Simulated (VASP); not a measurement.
# H2C7 in VASP: a series of runs

Runs on H2C7. Level: PBE. Tasks: single point.

Everything below comes from runs of VASP 6.6.1. Logs are shortened: lines on timing, memory, paths and dates and some standing lists are left out, and cuts for length are marked.

**1. The cell of the first run**

The cell holds a slab with vacuum, 36 atoms: a = 5.051 Å, b = 5.051 Å, c = 18.860 Å, α = 90.00°, β = 90.00°, γ = 90.00°.

**2. Single point, PBE**

INCAR

```
SYSTEM = H2C7
  ALGO = Normal
  DIPOL = 0.5 0.5 0.346
  EDIFF = 1E-7
  ENCUT = 520
  GGA = PE
  IDIPOL = 3
  ISIF = 2
  ISMEAR = 0
  LASPH = .TRUE.
  LCHARG = .FALSE.
  LDIPOL = .TRUE.
  LREAL = Auto
  LWAVE = .FALSE.
  NBANDS = 84
  NELM = 100
  PREC = Accurate
  SIGMA = 0.05
```

KPOINTS

```
k-points
0
G
  5 5 1
  0 0 0
```

POSCAR

```
H2C7
1.0
    5.0508284795      0.0000000000      0.0000000000
    0.0000000000      5.0508284795      0.0000000000
    0.0000000000      0.0000000000     18.8596184069
C H
28 8
Direct
    0.5000000000      0.5000000000      0.2466861049
    0.5000000000      0.0000000000      0.2466861049
    0.0000000000      0.5000000000      0.2466861049
    0.0000000000      0.0000000000      0.2466861049
    0.7500000000      0.5000000000      0.2940289910
    0.7500000000      0.0000000000      0.2940289910
    0.2500000000      0.5000000000      0.2940289910
    0.2500000000      0.0000000000      0.2940289910
    0.7500000000      0.7500000000      0.3413718772
    0.7500000000      0.2500000000      0.3413718772
    0.2500000000      0.7500000000      0.3413718772
    0.2500000000      0.2500000000      0.3413718772
   -0.0029176882      0.7500000000      0.3911040460
   -0.0007701690      0.2500000000      0.3919430094
    0.5002789231      0.7500000000      0.3830110612
    0.5017886520      0.2500000000      0.3840122647
   -0.0026163003     -0.0043179443      0.4409790793
   -0.0026163003      0.5043179443      0.4409790793
    0.5014195935     -0.0086915939      0.4271868494
    0.5014195935      0.5086915939      0.4271868494
    0.2640858234     -0.0088680752      0.4818755083
    0.2640858234      0.5088680752      0.4818755083
    0.7305231063     -0.0022170843      0.4838269948
    0.7305231063      0.5022170843      0.4838269948
    0.3658321890      0.2500000000      0.4990809038
    0.3587326877      0.7500000000      0.5293042088
    0.6316655314      0.2500000000      0.5170644027
    0.6331837544      0.7500000000      0.5206631748
    0.5000000000      0.6422973790      0.2067119476
    0.5000000000      0.3577026210      0.2067119476
    0.5000000000      0.1422973790      0.2067119476
    0.5000000000     -0.1422973790      0.2067119476
    0.0000000000      0.3577812996      0.2066501452
    0.0000000000      0.6422187004      0.2066501452
    0.0000000000     -0.1422187004      0.2066501452
    0.0000000000      0.1422187004      0.2066501452
```

Potentials or basis: VASP PAW PBE potentials, release 64 (C, H).

The run is started by

```bash
$ cat potpaw_PBE.64/C/POTCAR potpaw_PBE.64/H/POTCAR > POTCAR
$ mpirun -np 1 vasp_std > vasp.out
```

OUTCAR:

```text
SYSTEM = H2C7
   EDIFF = 1E-7
   ENCUT = 520
   GGA = PE
   ISIF = 2
   ISMEAR = 0
   LASPH = .TRUE.
   LREAL = Auto
   NELM = 100
   PREC = Accurate

 ion  position               nearest neighbor table
   1  0.500  0.500  0.247-  29 1.04  30 1.04   5 1.55   7 1.55
   2  0.500  0.000  0.247-  31 1.04  32 1.04   6 1.55   8 1.55
   3  0.000  0.500  0.247-  33 1.04  34 1.04   5 1.55   7 1.55
   4  0.000  0.000  0.247-  35 1.04  36 1.04   6 1.55   8 1.55
   5  0.750  0.500  0.294-   1 1.55   3 1.55   9 1.55  10 1.55
   6  0.750  0.000  0.294-   2 1.55   4 1.55   9 1.55  10 1.55
[... 10 lines left out ...]
  17  0.997  0.996  0.441-  21 1.55  13 1.56  23 1.57  14 1.58
  18  0.997  0.504  0.441-  22 1.55  13 1.56  24 1.57  14 1.58
  19  0.501  0.991  0.427-  15 1.48  16 1.54  23 1.58  21 1.58  25 2.00
  20  0.501  0.509  0.427-  15 1.48  16 1.54  24 1.58  22 1.58  25 2.00
  21  0.264  0.991  0.482-  25 1.44  17 1.55  19 1.58  26 1.58
  22  0.264  0.509  0.482-  25 1.44  18 1.55  20 1.58  26 1.58
  23  0.731  0.998  0.484-  27 1.51  28 1.51  17 1.57  19 1.58
  24  0.731  0.502  0.484-  27 1.51  28 1.51  18 1.57  20 1.58
  25  0.366  0.250  0.499-  27 1.38  22 1.44  21 1.44  20 2.00  19 2.00
  26  0.359  0.750  0.529-  28 1.40  22 1.58  21 1.58
  27  0.632  0.250  0.517-  25 1.38  24 1.51  23 1.51
  28  0.633  0.750  0.521-  26 1.40  24 1.51  23 1.51
  29  0.500  0.642  0.207-   1 1.04
  30  0.500  0.358  0.207-   1 1.04
  31  0.500  0.142  0.207-   2 1.04
  32  0.500  0.858  0.207-   2 1.04
  33  0.000  0.358  0.207-   3 1.04
  34  0.000  0.642  0.207-   3 1.04
  35  0.000  0.858  0.207-   4 1.04
  36  0.000  0.142  0.207-   4 1.04

  LATTYP: Found a simple tetragonal cell.
 ALAT       =     5.0508284795
 C/A-ratio  =     3.7339653254

  Lattice vectors:

 A1 = (   5.0508284795,   0.0000000000,   0.0000000000)
 A2 = (   0.0000000000,   5.0508284795,   0.0000000000)
 A3 = (   0.0000000000,   0.0000000000,  18.8596184069)

Analysis of symmetry for initial positions (statically):
=====================================================================
 Subroutine PRICEL returns:
 Original cell was already a primitive cell.

 Routine SETGRP: Setting up the symmetry group for a
 simple tetragonal supercell.

 Subroutine GETGRP returns: Found  2 space group operations
 (whereof  1 operations were pure point group operations)
 out of a pool of 16 trial point group operations.

The static configuration has the point symmetry C_1 .
 The point group associated with its full space group is C_1h.

Analysis of symmetry for dynamics (positions and initial velocities):
=====================================================================
 Subroutine PRICEL returns:
 Original cell was already a primitive cell.

 Routine SETGRP: Setting up the symmetry group for a
 simple tetragonal supercell.

 Subroutine GETGRP returns: Found  2 space group operations
 (whereof  1 operations were pure point group operations)
 out of a pool of 16 trial point group operations.

The dynamic configuration has the point symmetry C_1 .
 The point group associated with its full space group is C_1h.

 Subroutine INISYM returns: Found  2 space group operations
 (whereof  1 operations are pure point group operations),
 and found     1 'primitive' translations

----------------------------------------------------------------------------------------

                                     Primitive cell

  volume of cell :     481.1252

  direct lattice vectors                    reciprocal lattice vectors
     5.050828479  0.000000000  0.000000000     0.197987321  0.000000000  0.000000000
     0.000000000  5.050828479  0.000000000     0.000000000  0.197987321  0.000000000
     0.000000000  0.000000000 18.859618407     0.000000000  0.000000000  0.053023342

  length of vectors
     5.050828479  5.050828479 18.859618407     0.197987321  0.197987321  0.053023342

  position of ions in fractional coordinates (direct lattice)
     0.500000000  0.500000000  0.246686105
     0.500000000  0.000000000  0.246686105
     0.000000000  0.500000000  0.246686105
     0.000000000  0.000000000  0.246686105
     0.750000000  0.500000000  0.294028991
     0.750000000  0.000000000  0.294028991
[... 28 lines left out ...]
     0.000000000  0.857781300  0.206650145
     0.000000000  0.142218700  0.206650145

  ion indices of the primitive-cell ions
   primitive index   ion index
                 1           1
                 2           2
                 3           3
                 4           4
                 5           5
                 6           6
[... 28 lines left out ...]
                35          35
                36          36

----------------------------------------------------------------------------------------

 KPOINTS: k-points

Automatic generation of k-mesh.
 Grid dimensions read from file:
 generate k-points for:    5    5    1

 Generating k-lattice:

  Cartesian coordinates                     Fractional coordinates (reciprocal lattice)
     0.039597464  0.000000000  0.000000000     0.200000000  0.000000000  0.000000000
     0.000000000  0.039597464  0.000000000     0.000000000  0.200000000  0.000000000
     0.000000000  0.000000000  0.053023342     0.000000000  0.000000000  1.000000000

  Length of vectors
     0.039597464  0.039597464  0.053023342

  Shift w.r.t. Gamma in fractional coordinates (k-lattice)
     0.000000000  0.000000000  0.000000000

 Subroutine IBZKPT returns following result:
 ===========================================

 Found      9 irreducible k-points:

 Following reciprocal coordinates:
            Coordinates               Weight
  0.000000  0.000000  0.000000      1.000000
  0.200000  0.000000  0.000000      2.000000
  0.000000  0.200000  0.000000      2.000000
  0.400000  0.000000  0.000000      2.000000
  0.000000  0.400000  0.000000      2.000000
  0.200000  0.200000  0.000000      4.000000
  0.400000  0.200000  0.000000      4.000000
 -0.200000  0.400000  0.000000      4.000000
  0.400000  0.400000  0.000000      4.000000
   k-points           NKPTS =      9   k-points in BZ     NKDIM =      9   number of bands    NBANDS=     84
   number of dos      NEDOS =    301   number of ions     NIONS =     36
   total plane-waves  NPLWV = 224000
   dimension x,y,z NGX =    40 NGY =   40 NGZ =  140
   dimension x,y,z NGXF=    80 NGYF=   80 NGZF=  280
   ions per type =              28   8
   NGX,Y,Z   is equivalent  to a cutoff of  13.17, 13.17, 12.34 a.u.
   NGXF,Y,Z  is equivalent  to a cutoff of  26.33, 26.33, 24.68 a.u.
 SYSTEM =  H2C7
   PREC   = accura    normal or accurate (medium, high low for compatibility)
   ISTART =      0    job   : 0-new  1-cont  2-samecut
   ICHARG =      2    charge: 1-file 2-atom 10-const
   ISPIN  =      1    spin polarized calculation?
   LNONCOLLINEAR =      F non collinear calculations
   LSORBIT =      F    spin-orbit coupling
   LASPH  =      T    aspherical Exc in radial PAW
   ENCUT  =  520.0 eV  38.22 Ry    6.18 a.u.   9.39  9.39 35.07*2*pi/ulx,y,z
   NELM   =    100;   NELMIN=  2; NELMDL= -5     # of ELM steps
   EDIFF  = 0.1E-06   stopping-criterion for ELM
   LREAL  =      T    real-space projection
   EDIFFG = 0.1E-05   stopping-criterion for IOM
   NSW    =      0    number of steps for IOM
   IBRION =     -1    ionic relax: 0-MD 1-quasi-New 2-CG
   NFREE  =      0    steps in history (QN), initial steepest desc. (CG)
   ISIF   =      2    stress and relaxation
   ISYM   =      2    0-nonsym 1-usesym 2-fastsym
   POTIM  = 0.5000    time-step for ionic-motion
   TEBEG  =    0.0;   TEEND  =   0.0 temperature during run
   PSTRESS=    0.0 pullay stress
   NELECT =     120.0000    total number of electrons
   NUPDOWN=      -1.0000    fix difference up-down
   EMIN   =  10.00;   EMAX   =-10.00  energy-range for DOS
   EFERMI =   0.00;   METHOD = LEGACY
   ISMEAR =     0;   SIGMA  =   0.05  broadening in eV -4-tet -1-fermi 0-gaus
   EFERMI_NEDOS =   21; number of points for ismear=-14 and -15
   IALGO  =     38    algorithm
   IMIX   =      4    mixing-type and parameters
     AMIX     =   0.40;   BMIX     =  1.00
     AMIX_MAG =   1.60;   BMIX_MAG =  1.00
  volume/ion in A,a.u.               =      13.36        90.19
  Fermi-wavevector in a.u.,A,eV,Ry     =   1.030503  1.947368 14.448518  1.061936
  Thomas-Fermi vector in A             =   2.164604
   LORBIT       =      0    0 simple, 1 ext, 2 COOP (PROOUT), +10 PAW based schemes
   GGA     = PE    functional components
   LHFCALC =     F    Hartree Fock is set to
   AEXX    =    0.0000 exact exchange contribution
   IVDW    =     0    specifies the selected vdW correction
   LEPSILON=     F    determine dielectric tensor
   LRPA    =     F    only Hartree local field effects (RPA)
 non-spin polarized calculation
 Gauss-broadening in eV      SIGMA  =   0.05
  energy-cutoff  :      520.00
  volume of cell :      481.13
 maximum number of plane-waves:     12993
 NGX is ok and might be reduce to    40
   NGX = 19   NGY = 19   NGZ = 71

 dipolmoment           0.000000      0.000000     -0.000248 electrons x Angstroem

 number of electron     120.0000001 magnetization

 dipolmoment           0.000000      0.000000      0.550750 electrons x Angstroem

 Free energy of the ion-electron system (eV)
  ---------------------------------------------------
  ext. energy  EPLUGINS =         0.00000000
  ---------------------------------------------------
  free energy    TOTEN  =      -266.20661596 eV

  energy without entropy =     -266.20661596  energy(sigma->0) =     -266.20661596

 E-fermi :   1.3784     XC(G=0):  -5.6785

 val. band max:        1.1298929259   @ k =   0.0000   0.2000   0.0000
 cond. band min:       2.0973445744   @ k =   0.4000   0.0000   0.0000
 fundamental gap:      0.9674516485
 Fermi energy:         1.3784394589

 k-point     1 :       0.0000    0.0000    0.0000
  band No.  band energies     occupation
      1     -20.5692      2.00000
      2     -18.9532      2.00000
      3     -16.6225      2.00000
      4     -16.2001      2.00000
      5     -16.1498      2.00000
      6     -15.8737      2.00000
[... 64 lines left out ...]
     71       6.1987      0.00000
     72       6.3964      0.00000

 k-point     2 :       0.2000    0.0000    0.0000
  band No.  band energies     occupation
      1     -20.4257      2.00000
      2     -18.8388      2.00000
      3     -17.3103      2.00000
      4     -16.5421      2.00000
      5     -16.0658      2.00000
      6     -15.9997      2.00000
[... 517 lines left out ...]
 k-point     9 :       0.4000    0.4000    0.0000
  band No.  band energies     occupation
      1     -19.3811      2.00000
      2     -18.4783      2.00000
      3     -17.9434      2.00000
      4     -17.4669      2.00000
      5     -17.0695      2.00000
      6     -16.5978      2.00000
[... 64 lines left out ...]
     71       6.6307      0.00000
     72       6.7340      0.00000
 [bands above 72 left out]

------------------------ aborting loop because EDIFF is reached ----------------------------------------

 vacuum level on the upper side and lower side of the slab       (xc-potential included)         1.758        -2.017

  FORCE on cell =-STRESS in cart. coord.  units (eV):
  Direction    XX          YY          ZZ          XY          YZ          ZX
  --------------------------------------------------------------------------------------
  -------------------------------------------------------------------------------------
  Total       -1.5595971     73.3256202      5.5774393      0.0000000      0.0000000      0.0057327
  in kB       -5.1935566    244.1789294     18.5732238      0.0000000      0.0000000      0.0190903
  external PRESSURE =      85.8528655 kB  Pullay stress =       0.0000000 kB

 VOLUME and BASIS-vectors are now :
 -----------------------------------------------------------------------------
  energy-cutoff  :      520.00
  volume of cell :      481.13
      direct lattice vectors                 reciprocal lattice vectors
     5.050828479  0.000000000  0.000000000     0.197987321  0.000000000  0.000000000
     0.000000000  5.050828479  0.000000000     0.000000000  0.197987321  0.000000000
     0.000000000  0.000000000 18.859618407     0.000000000  0.000000000  0.053023342

 POSITION                                       TOTAL-FORCE (eV/Angst)
 -----------------------------------------------------------------------------------
      2.52541      2.52541      4.65241         0.010026     -0.018096      1.832687
      2.52541      0.00000      4.65241         0.010026      0.018096      1.832687
      0.00000      2.52541      4.65241        -0.006581     -0.019270      1.652551
      0.00000      0.00000      4.65241        -0.006581      0.019270      1.652551
      3.78812      2.52541      5.54527         0.690865      0.006521     -1.868460
      3.78812      0.00000      5.54527         0.690865     -0.006521     -1.868460
[... 28 lines left out ...]
      0.00000      4.33251      3.89734         0.004288     -0.028392     -0.013620
      0.00000      0.71832      3.89734         0.001397      0.025143     -0.017141
 -----------------------------------------------------------------------------------
    total drift:                               -0.014152      0.000000      0.018831

  FREE ENERGIE OF THE ION-ELECTRON SYSTEM (eV)
  ---------------------------------------------------
  free  energy   TOTEN  =      -266.2066159597 eV

  energy  without entropy=     -266.2066159597  energy(sigma->0) =     -266.20661596

 vacuum level on the upper side and lower side of the slab         6.733         2.851
```

Wall time 9.4 min (1 thread of Intel Xeon 6975P-C (Granite Rapids), shared host); peak memory 0.62 GiB.

Results:

* Free energy: -266.2066 eV
* Largest force: 6.898 eV/Å
* Band gap on the k mesh: 0.97 eV (least direct gap 1.18 eV)

Forces in eV/Å, atoms in the order of the input:
```
C    0.010 -0.018  1.833
C    0.010  0.018  1.833
C   -0.007 -0.019  1.653
C   -0.007  0.019  1.653
C    0.691  0.007 -1.868
C    0.691 -0.007 -1.868
C   -0.688  0.012 -1.808
C   -0.688 -0.012 -1.808
C    0.886  0.000 -1.388
C    0.863  0.000 -0.816
C   -1.085  0.000 -1.123
C   -0.675  0.000 -0.556
C    0.012  0.000 -0.008
C    0.007  0.000  0.005
C   -0.010  0.000 -0.014
C   -0.003  0.000  0.008
C   -0.007  0.011  0.008
C   -0.007 -0.011  0.008
C    0.004  0.005 -0.013
C    0.004 -0.005 -0.013
C   -0.029 -0.038  0.012
C   -0.029  0.038  0.012
C    0.034 -0.006  0.002
C    0.034  0.006  0.002
C   -0.050  0.000  6.897
C   -0.046  0.000 -2.615
C    0.034  0.000  0.046
C    0.047  0.000  0.039
H    0.000  0.023 -0.010
H   -0.003 -0.024 -0.014
H   -0.003  0.024 -0.014
H    0.000 -0.023 -0.010
H    0.001 -0.025 -0.017
H    0.004  0.028 -0.014
H    0.004 -0.028 -0.014
H    0.001  0.025 -0.017
```

**3. Single point, PBE**

INCAR

```
PREC = Accurate
ENCUT = 520
EDIFF = 1E-6
ISMEAR = 0
SIGMA = 0.05
LREAL = Auto
LASPH = T
NELM = 60
ALGO = Normal
ISIF = 2
LWAVE = F
LCHARG = F
LDIPOL = T
IDIPOL = 3
DIPOL = 0.5 0.5 0.347
GGA = PE
NBANDS = 84
```

KPOINTS

```
regular mesh
0
Gamma
  5 5 1
```

POSCAR

```
H2C7
1.0
    5.0508284795      0.0000000000      0.0000000000
    0.0000000000      5.0508284795      0.0000000000
    0.0000000000      0.0000000000     18.8596184069
C H
28 8
Direct
    0.5000000000      0.5000000000      0.2466861049
    0.5000000000      0.0000000000      0.2466861049
    0.0000000000      0.5000000000      0.2466861049
    0.0000000000      0.0000000000      0.2466861049
    0.7500000000      0.5000000000      0.2940289910
    0.7500000000      0.0000000000      0.2940289910
    0.2500000000      0.5000000000      0.2940289910
    0.2500000000      0.0000000000      0.2940289910
    0.7500000000      0.7500000000      0.3413718772
    0.7500000000      0.2500000000      0.3413718772
    0.2500000000      0.7500000000      0.3413718772
    0.2500000000      0.2500000000      0.3413718772
   -0.0026313189      0.7500000000      0.3914957354
   -0.0002327979      0.2500000000      0.3924600900
    0.5001941471      0.7500000000      0.3833649333
    0.5015946587      0.2500000000      0.3846314792
   -0.0020862085     -0.0051640750      0.4417883927
   -0.0020862085      0.5051640750      0.4417883927
    0.5004298373     -0.0105351393      0.4281931750
    0.5004298373      0.5105351393      0.4281931750
    0.2644171354     -0.0100062611      0.4836327840
    0.2644171354      0.5100062611      0.4836327840
    0.7311680200     -0.0028146224      0.4847722512
    0.7311680200      0.5028146224      0.4847722512
    0.3659162753      0.2500000000      0.4990809038
    0.3585596903      0.7500000000      0.5366744534
    0.6319689183      0.2500000000      0.5174232300
    0.6326881949      0.7500000000      0.5218108534
    0.5000000000      0.6422973790      0.2067119476
    0.5000000000      0.3577026210      0.2067119476
    0.5000000000      0.1422973790      0.2067119476
    0.5000000000     -0.1422973790      0.2067119476
    0.0000000000      0.3577812996      0.2066501452
    0.0000000000      0.6422187004      0.2066501452
    0.0000000000     -0.1422187004      0.2066501452
    0.0000000000      0.1422187004      0.2066501452
```

Potentials or basis: VASP PAW PBE potentials, release 64 (C, H).

The run is started by

```bash
$ cat potpaw_PBE.64/C/POTCAR potpaw_PBE.64/H/POTCAR > POTCAR
$ mpirun -np 1 vasp_std > vasp.out
```

Wall time 8.2 min (1 thread of Intel Xeon 6975P-C (Granite Rapids), shared host); peak memory 0.62 GiB.

The run converged. Its results:

```
Free energy            : -265.7274 eV
Largest force          : 7.100 eV/Å
Band gap on the k mesh : 0.89 eV (least direct gap 1.05 eV)
```

Forces in eV/Å, atoms in the order of the input:
```
C    0.008 -0.021  1.836
C    0.008  0.021  1.836
C   -0.004 -0.026  1.659
C   -0.004  0.026  1.659
C    0.672  0.011 -1.794
C    0.672 -0.011 -1.794
C   -0.667  0.014 -1.750
C   -0.667 -0.014 -1.750
C    0.853  0.000 -1.131
C    0.785  0.000 -0.432
C   -1.052  0.000 -0.905
C   -0.601  0.000 -0.250
C    0.009  0.000  0.001
C    0.001  0.000 -0.005
C   -0.010  0.000 -0.011
C   -0.001  0.000  0.017
C   -0.003  0.011  0.012
C   -0.003 -0.011  0.012
C    0.004  0.011 -0.013
C    0.004 -0.011 -0.013
C   -0.029 -0.039  0.003
C   -0.029  0.039  0.003
C    0.030 -0.003  0.003
C    0.030  0.003  0.003
C   -0.048  0.000  7.100
C   -0.048  0.000 -4.265
C    0.035  0.000  0.048
C    0.047  0.000  0.021
H    0.001  0.024 -0.010
H   -0.003 -0.025 -0.014
H   -0.003  0.025 -0.014
H    0.001 -0.024 -0.010
H    0.002 -0.025 -0.017
H    0.004  0.029 -0.012
H    0.004 -0.029 -0.012
H    0.002  0.025 -0.017
```

Levels at points of the mesh, in eV from the valence-band top:
```
           k point  band 56  band 57  band 58  band 59  band 60  band 61  band 62  band 63  band 64  band 65
(0.00, 0.00, 0.00)    -1.86    -1.64    -0.74    -0.20    -0.14     0.91     1.24     2.68     3.07     4.05
```
